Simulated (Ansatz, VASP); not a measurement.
**PbF2 in VASP and in Ansatz**

```
Pb F
1.0
     6.42689    0.00000    0.00000
     0.00000    3.89098    0.00000
     0.00000    0.00000    7.63574
Pb F
4 8
Direct
  0.74473 0.75000 0.10630
  0.25527 0.25000 0.89370
  0.75527 0.25000 0.60630
  0.24473 0.75000 0.39370
  0.14093 0.75000 0.06674
  0.85907 0.25000 0.93326
  0.35907 0.25000 0.56674
  0.64093 0.75000 0.43326
  0.52599 0.75000 0.84296
  0.47401 0.25000 0.15704
  0.97401 0.25000 0.34296
  0.02599 0.75000 0.65704
```

Alike in both runs: task electric field gradients; functional r2SCAN; k mesh 4 × 6 × 3; occupations fermi-dirac, width 0.02 eV; no spin polarisation.

|  | VASP | Ansatz |
| --- | --- | --- |
| version | VASP 6.6.1 | Ansatz 0.2.0 |
| potentials or method | VASP PAW PBE potentials, release 64 (Pb_d, F) | plane-wave PAW, scalar-relativistic |
| plane-wave cutoff (eV) | 520 | 500 |
| valence electrons in the cell | 112 | 112 |

|  | VASP | Ansatz | Ansatz less VASP |
| --- | --- | --- | --- |
| gap on the k mesh at the Fermi level (eV) | 4.74 | 4.74 | +0.001 |
| pressure (GPa) | -0.4 | -0.4 | +0.04 |
| traceless stress, the component that is largest in VASP (GPa) | 0.21 | 0.18 | -0.023 |
| rms of the force components (eV/Å) | 0.027 | 0.043 | +0.0152 |
| size of Vzz on the site where it differs most (V/Å²) | 34.8 | 41.1 | +6.33 |

VASP's potentials were made for PBE, not for r2SCAN. Atom by atom the forces differ by 0.016 eV/Å (rms over components). The functional is the same, so the differences come from potentials, cutoffs and numerics.

Neither program's run includes spin-orbit coupling.
